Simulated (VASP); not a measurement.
Crystal: SiO2.

```xyz
12
Lattice="5.0691 0.0000 0.0000 -2.5345 4.3899 0.0000 0.0000 0.0000 8.5585" Properties=species:S:1:pos:R:3 pbc="T T T"
Si    2.5345    1.4633    8.0204
Si    2.5345    1.4633    4.8174
Si    0.0000    2.9266    0.5381
Si    0.0000    2.9266    3.7411
O    -1.0677    1.8493    0.0000
O     1.0677    1.8493    4.2792
O     2.9337    0.0000    4.2792
O     1.4668    2.5406    0.0000
O    -1.4668    2.5406    4.2792
O     2.5345    1.4633    6.4189
O     0.0000    2.9266    2.1396
O     2.1354    0.0000    0.0000
```

Base run:

- Program: VASP 6.6.1
- Functional: r2SCAN
- Potentials or basis: VASP PAW PBE potentials, release 64 (Si, O)
- Cutoff: 520 eV
- k mesh: 6 × 6 × 3
- Occupations: fermi-dirac, width 0.02 eV
- Spin: no spin polarisation

Its results: band gap on the k mesh 6.20 eV, indirect (least direct gap 6.22 eV); pressure 0.2 GPa; largest force 0.029 eV/Å.

Problem. The run is repeated on the same cell with these changes: functional from r2SCAN to PBE. What comes out?

Solution. Band gap on the k mesh 5.61 eV, indirect (least direct gap 5.63 eV); pressure 4.2 GPa; largest force 0.248 eV/Å.

r2SCAN gives the wider gap, since meta-GGAs in the generalised Kohn-Sham scheme recover part of the derivative discontinuity.

Caveats: the PAW data sets were made with another functional, which shifts forces and pressure a little (some runs).

A k mesh can miss the band edges.
